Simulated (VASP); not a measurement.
# FeGe (Pm-3m) in VASP: relaxation of cell and atoms with PBE

Aim: the relaxation of cell and atoms of FeGe with PBE.

Program: VASP 6.6.1. These are calculated values, not measurements. Logs are shortened: lines on timing, memory, paths and dates and some standing lists are left out, and cuts for length are marked.

**1. The cell of the first run**

It takes space group Pm-3m (No. 221, cubic). Conventional cell: a = 2.898 Å, b = 2.898 Å, c = 2.898 Å, α = 90.00°, β = 90.00°, γ = 90.00°. Within 3.3 Å of Fe (site symmetry m-3m) lie 8 Ge at 2.51 Å and 6 Fe at 2.90 Å. Ge (site symmetry m-3m) has 8 Fe at 2.51 Å and 6 Ge at 2.90 Å within 3.3 Å.

**2. Relaxation of cell and atoms, PBE, collinear spin, ferromagnetic start**

INCAR

```
SYSTEM = FeGe
PREC = Accurate
ENCUT = 600
EDIFF = 1E-6
ISMEAR = 0
SIGMA = 0.1
LREAL = .False.
LASPH = .True.
NELM = 150
ALGO = Normal
ISIF = 3
LWAVE = .False.
LCHARG = .False.
ISPIN = 2
MAGMOM = 0.16 0
LORBIT = 11
LMAXMIX = 4
GGA = PE
IBRION = 2
NSW = 100
EDIFFG = -0.01
```

KPOINTS

```
regular mesh
0
Gamma
  20 20 20
  0 0 0
```

POSCAR

```
FeGe
1.0
    2.8983314364      0.0000000000      0.0000000000
    0.0000000000      2.8983314364      0.0000000000
    0.0000000000      0.0000000000      2.8983314364
Fe Ge
1 1
Direct
    0.5000000000      0.5000000000      0.5000000000
    0.0000000000      0.0000000000      0.0000000000
```

Potentials or basis: VASP PAW PBE potentials, release 64 (Fe, Ge_d).

Command:

```bash
cat potpaw_PBE.64/Fe/POTCAR potpaw_PBE.64/Ge_d/POTCAR > POTCAR
mpirun -np 1 vasp_std > vasp.out
```

OUTCAR:

```text
SYSTEM = FeGe
   PREC = Accurate
   ENCUT = 600
   EDIFF = 1E-6
   ISMEAR = 0
   LREAL = .False.
   LASPH = .True.
   NELM = 150
   ISIF = 3
   ISPIN = 2
   LORBIT = 11
   GGA = PE
   IBRION = 2
   NSW = 100
   EDIFFG = -0.01

 ion  position               nearest neighbor table
   1  0.500  0.500  0.500-   2 2.51   2 2.51   2 2.51   2 2.51   2 2.51   2 2.51   2 2.51   2 2.51

   2  0.000  0.000  0.000-   1 2.51   1 2.51   1 2.51   1 2.51   1 2.51   1 2.51   1 2.51   1 2.51

  LATTYP: Found a simple cubic cell.
 ALAT       =     2.8983314364

  Lattice vectors:

 A1 = (   2.8983314364,   0.0000000000,   0.0000000000)
 A2 = (   0.0000000000,   2.8983314364,   0.0000000000)
 A3 = (   0.0000000000,   0.0000000000,   2.8983314364)

Analysis of symmetry for initial positions (statically):
=====================================================================
 Subroutine PRICEL returns:
 Original cell was already a primitive cell.

 Routine SETGRP: Setting up the symmetry group for a
 simple cubic supercell.

 Subroutine GETGRP returns: Found 48 space group operations
 (whereof 48 operations were pure point group operations)
 out of a pool of 48 trial point group operations.

The static configuration has the point symmetry O_h .

Analysis of symmetry for dynamics (positions and initial velocities):
=====================================================================
 Subroutine PRICEL returns:
 Original cell was already a primitive cell.

 Routine SETGRP: Setting up the symmetry group for a
 simple cubic supercell.

 Subroutine GETGRP returns: Found 48 space group operations
 (whereof 48 operations were pure point group operations)
 out of a pool of 48 trial point group operations.

The dynamic configuration has the point symmetry O_h .

Analysis of structural, dynamic, and magnetic symmetry:
=====================================================================
 Subroutine PRICEL returns:
 Original cell was already a primitive cell.

 Routine SETGRP: Setting up the symmetry group for a
 simple cubic supercell.

 Subroutine GETGRP returns: Found 48 space group operations
 (whereof 48 operations were pure point group operations)
 out of a pool of 48 trial point group operations.

The overall configuration has the point symmetry O_h .

 Subroutine INISYM returns: Found 48 space group operations
 (whereof 48 operations are pure point group operations),
 and found     1 'primitive' translations

----------------------------------------------------------------------------------------

                                     Primitive cell

  volume of cell :      24.3469

  direct lattice vectors                    reciprocal lattice vectors
     2.898331436  0.000000000  0.000000000     0.345026103  0.000000000  0.000000000
     0.000000000  2.898331436  0.000000000     0.000000000  0.345026103  0.000000000
     0.000000000  0.000000000  2.898331436     0.000000000  0.000000000  0.345026103

  length of vectors
     2.898331436  2.898331436  2.898331436     0.345026103  0.345026103  0.345026103

  position of ions in fractional coordinates (direct lattice)
     0.500000000  0.500000000  0.500000000
     0.000000000  0.000000000  0.000000000

  ion indices of the primitive-cell ions
   primitive index   ion index
                 1           1
                 2           2

----------------------------------------------------------------------------------------

 KPOINTS: regular mesh

Automatic generation of k-mesh.
 Grid dimensions read from file:
 generate k-points for:   20   20   20

 Generating k-lattice:

  Cartesian coordinates                     Fractional coordinates (reciprocal lattice)
     0.017251305  0.000000000  0.000000000     0.050000000  0.000000000  0.000000000
     0.000000000  0.017251305  0.000000000     0.000000000  0.050000000  0.000000000
     0.000000000  0.000000000  0.017251305     0.000000000  0.000000000  0.050000000

  Length of vectors
     0.017251305  0.017251305  0.017251305

  Shift w.r.t. Gamma in fractional coordinates (k-lattice)
     0.000000000  0.000000000  0.000000000

 Subroutine IBZKPT returns following result:
 ===========================================

 Found    286 irreducible k-points:

 Following reciprocal coordinates:
            Coordinates               Weight
  0.000000  0.000000  0.000000      1.000000
  0.050000  0.000000  0.000000      6.000000
  0.100000  0.000000  0.000000      6.000000
  0.150000  0.000000  0.000000      6.000000
  0.200000  0.000000  0.000000      6.000000
  0.250000  0.000000  0.000000      6.000000
[... 16 lines left out ...]
  0.150000  0.100000  0.000000     24.000000
  0.200000  0.100000  0.000000     24.000000
 [... further k-points ...]
   k-points           NKPTS =    286   k-points in BZ     NKDIM =    286   number of bands    NBANDS=     15
   number of dos      NEDOS =    301   number of ions     NIONS =      2
   total plane-waves  NPLWV =  13824
   dimension x,y,z NGX =    24 NGY =   24 NGZ =   24
   dimension x,y,z NGXF=    48 NGYF=   48 NGZF=   48
   ions per type =               1   1
   NGX,Y,Z   is equivalent  to a cutoff of  13.77, 13.77, 13.77 a.u.
   NGXF,Y,Z  is equivalent  to a cutoff of  27.53, 27.53, 27.53 a.u.
 SYSTEM =  FeGe
   PREC   = accura    normal or accurate (medium, high low for compatibility)
   ISTART =      0    job   : 0-new  1-cont  2-samecut
   ICHARG =      2    charge: 1-file 2-atom 10-const
   ISPIN  =      2    spin polarized calculation?
   LNONCOLLINEAR =      F non collinear calculations
   LSORBIT =      F    spin-orbit coupling
   LASPH  =      T    aspherical Exc in radial PAW
   ENCUT  =  600.0 eV  44.10 Ry    6.64 a.u.   5.79  5.79  5.79*2*pi/ulx,y,z
   NELM   =    150;   NELMIN=  2; NELMDL= -5     # of ELM steps
   EDIFF  = 0.1E-05   stopping-criterion for ELM
   LREAL  =      F    real-space projection
   EDIFFG = -.1E-01   stopping-criterion for IOM
   NSW    =    100    number of steps for IOM
   IBRION =      2    ionic relax: 0-MD 1-quasi-New 2-CG
   NFREE  =      1    steps in history (QN), initial steepest desc. (CG)
   ISIF   =      3    stress and relaxation
   ISYM   =      2    0-nonsym 1-usesym 2-fastsym
   POTIM  = 0.5000    time-step for ionic-motion
   TEBEG  =    0.0;   TEEND  =   0.0 temperature during run
   PSTRESS=    0.0 pullay stress
   NELECT =      22.0000    total number of electrons
   NUPDOWN=      -1.0000    fix difference up-down
   EMIN   =  10.00;   EMAX   =-10.00  energy-range for DOS
   EFERMI =   0.00;   METHOD = LEGACY
   ISMEAR =     0;   SIGMA  =   0.10  broadening in eV -4-tet -1-fermi 0-gaus
   EFERMI_NEDOS =   21; number of points for ismear=-14 and -15
   IALGO  =     38    algorithm
   IMIX   =      4    mixing-type and parameters
     AMIX     =   0.40;   BMIX     =  1.00
     AMIX_MAG =   1.60;   BMIX_MAG =  1.00
  volume/ion in A,a.u.               =      12.17        82.15
  Fermi-wavevector in a.u.,A,eV,Ry     =   1.582709  2.990886 34.082146  2.504967
  Thomas-Fermi vector in A             =   2.682591
   LORBIT       =     11    0 simple, 1 ext, 2 COOP (PROOUT), +10 PAW based schemes
   GGA     = PE    functional components
   LHFCALC =     F    Hartree Fock is set to
   AEXX    =    0.0000 exact exchange contribution
   IVDW    =     0    specifies the selected vdW correction
   LEPSILON=     F    determine dielectric tensor
   LRPA    =     F    only Hartree local field effects (RPA)
 conjugate gradient relaxation of ions
 spin polarized calculation
 Gauss-broadening in eV      SIGMA  =   0.10
  energy-cutoff  :      600.00
  volume of cell :       24.35
 maximum number of plane-waves:       840
 NGX is ok and might be reduce to    24
   NGX = 11   NGY = 11   NGZ = 11

--------------------------------------- Ionic step        1  -------------------------------------------

 number of electron      22.0000008 magnetization      -0.0018912

 number of electron      22.0000008 magnetization       0.0000836

 Free energy of the ion-electron system (eV)
  ---------------------------------------------------
  ext. energy  EPLUGINS =         0.00000000
  ---------------------------------------------------
  free energy    TOTEN  =       -12.74489903 eV

  energy without entropy =      -12.74237417  energy(sigma->0) =      -12.74363660

------------------------ aborting loop because EDIFF is reached ----------------------------------------

  FORCE on cell =-STRESS in cart. coord.  units (eV):
  Direction    XX          YY          ZZ          XY          YZ          ZX
  --------------------------------------------------------------------------------------
  -------------------------------------------------------------------------------------
  Total       -0.1047418     -0.1047418     -0.1047418      0.0000000     -0.0000000     -0.0000000
  in kB       -6.8926552     -6.8926552     -6.8926552      0.0000000     -0.0000000     -0.0000000
  external PRESSURE =      -6.8926552 kB  Pullay stress =       0.0000000 kB
[... 61 lines left out ...]
--------------------------------------- Ionic step        3  -------------------------------------------

 number of electron      22.0000006 magnetization      -0.0000048

 number of electron      22.0000006 magnetization       0.0000097

 Free energy of the ion-electron system (eV)
  ---------------------------------------------------
  ext. energy  EPLUGINS =         0.00000000
  ---------------------------------------------------
  free energy    TOTEN  =       -12.74507055 eV

  energy without entropy =      -12.74252568  energy(sigma->0) =      -12.74379811

 E-fermi :   8.9563     XC(G=0): -13.2468

 val. band max:        8.9424468255   @ k =   0.4500   0.4000   0.3000
 cond. band min:       8.9578678290   @ k =   0.4500   0.3500   0.3000
 fundamental gap:      0.0154210034
 Fermi energy:         8.9562699285

 spin component 1

 k-point     1 :       0.0000    0.0000    0.0000
  band No.  band energies     occupation
      1     -16.0171      1.00000
      2     -16.0171      1.00000
      3     -15.8880      1.00000
      4     -15.8880      1.00000
      5     -15.8880      1.00000
      6      -4.9289      1.00000
      7       6.2297      1.00000
      8       6.2297      1.00000
      9       8.4778      1.00000
     10       8.4778      1.00000
     11       8.4778      1.00000
     12      11.9955      0.00000
     13      11.9955      0.00000
     14      11.9955      0.00000
     15      18.6738      0.00000
[... 399 lines left out ...]
      1     -16.0048      1.00000
      2     -15.9697      1.00000
      3     -15.9053      1.00000
      4     -15.9007      1.00000
      5     -15.8896      1.00000
      6      -4.0431      1.00000
      7       5.4401      1.00000
      8       6.2928      1.00000
      9       7.6009      1.00000
     10       7.8403      1.00000
     11       8.3991      1.00000
     12       9.9171      0.00000
     13      12.1979      0.00000
     14      13.6216      0.00000
     15      18.8073      0.00000

 [... further k-points ...]

 spin component 2

 k-point     1 :       0.0000    0.0000    0.0000
  band No.  band energies     occupation
      1     -16.0171      1.00000
      2     -16.0171      1.00000
      3     -15.8880      1.00000
      4     -15.8880      1.00000
      5     -15.8880      1.00000
      6      -4.9289      1.00000
      7       6.2297      1.00000
      8       6.2297      1.00000
      9       8.4778      1.00000
     10       8.4778      1.00000
     11       8.4778      1.00000
     12      11.9955      0.00000
     13      11.9955      0.00000
     14      11.9955      0.00000
     15      18.6738      0.00000
[... 443 lines left out ...]
  FREE ENERGIE OF THE ION-ELECTRON SYSTEM (eV)
  ---------------------------------------------------
  free  energy   TOTEN  =       -12.7450705478 eV

  energy  without entropy=      -12.7425256751  energy(sigma->0) =      -12.74379811

 reached required accuracy - stopping structural energy minimisation

 total charge

# of ion       s       p       d       tot
------------------------------------------
    1        0.379   0.482   6.552   7.413
    2        1.107   1.223  10.141  12.470
--------------------------------------------------
tot          1.486   1.705  16.693  19.883

 magnetization (x)

# of ion       s       p       d       tot
------------------------------------------
    1       -0.000  -0.000  -0.000  -0.000
    2        0.000   0.000   0.000   0.000
--------------------------------------------------
tot          0.000   0.000  -0.000  -0.000
```

It took 3 min on 1 thread of Intel Xeon 6975P-C, shared host; peak memory 0.34 GiB.

Results:

```yaml
Free_energy: -12.7451 eV
Relaxed_volume: 12.13 Å³/atom
Relaxed_cell: a = 2.895 Å, b = 2.895 Å, c = 2.895 Å, α = 90.00°, β = 90.00°, γ = 90.00°
Space_group_after_relaxing_to_0.05_Å: Pm-3m (No. 221)
Energy_gained_by_relaxing: 0.1 meV/atom
Ionic_steps: 3
Pressure_after_relaxing: 0.0 GPa
Band_gap_on_the_k_mesh: zero (filled and empty bands overlap)
Net_moment: 0.00 μB per cell
Valence_electrons_inside_the_program's_atomic_spheres: Fe 7.41; Ge 12.47
```

The path:
| step | energy change (eV) | largest force (eV/Å) | pressure (GPa) | volume (Å³) |
| --- | --- | --- | --- | --- |
| 1 | 0.0000 | 0.0000 | -0.69 | 24.35 |
| 2 | 0.0001 | 0.0000 | 0.77 | 24.16 |
| 3 | -0.0002 | 0.0000 | 0.00 | 24.26 |

Final structure:
```yaml
crystal:
  lattice:
    - [2.89496, 0.00000, 0.00000]
    - [0.00000, 2.89496, 0.00000]
    - [0.00000, 0.00000, 2.89496]
  atoms:
    - { symbol: Fe, position: [0.50000, 0.50000, 0.50000] }
    - { symbol: Ge, position: [0.00000, 0.00000, 0.00000] }
```
